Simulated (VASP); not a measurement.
Here is a VASP 6.6.1 calculation.

File INCAR:

```
PREC     = Accurate       # precision mode
ENCUT    = 500            # plane-wave cutoff, eV
EDIFF    = 1E-6           # SCF threshold, eV
ISMEAR   = 0              # smearing method
SIGMA    = 0.1            # smearing width, eV
LREAL    = F              # projectors in reciprocal space
LASPH    = T              # aspherical terms in the spheres
NELM     = 120            # most SCF steps
ALGO     = Normal         # electronic algorithm
ISIF     = 2              # what is computed and relaxed
LWAVE    = F              # write WAVECAR
LCHARG   = F              # write CHGCAR
GGA      = PS             # functional
NBANDS   = 16             # bands
GGA_COMPAT= F
```

File KPOINTS:

```
Automatic mesh
0
Gamma
  6 6 6
```

POSCAR

```
CdTe
1.0
    0.0000000000      3.2405000000      3.2405000000
    3.2405000000      0.0000000000      3.2405000000
    3.2405000000      3.2405000000      0.0000000000
Cd Te
1 1
Direct
    0.0000000000      0.0000000000      0.0000000000
    0.2500000000      0.2500000000      0.2500000000
```

Potentials or basis: VASP PAW PBE potentials, release 64 (Cd, Te).

Command:

```bash
$ cat potpaw_PBE.64/Cd/POTCAR potpaw_PBE.64/Te/POTCAR > POTCAR
$ mpirun -np 1 vasp_std > vasp.out
```

Question: What does it give for the pressure?

Answer: 0.3 GPa.

Question: Predict the band gap on the k mesh.

Answer: 0.66 eV, direct.

Caveat: the PAW data sets were made with another functional, which shifts forces and pressure a little; spin-orbit coupling is left out, which moves the levels of the heavy elements.
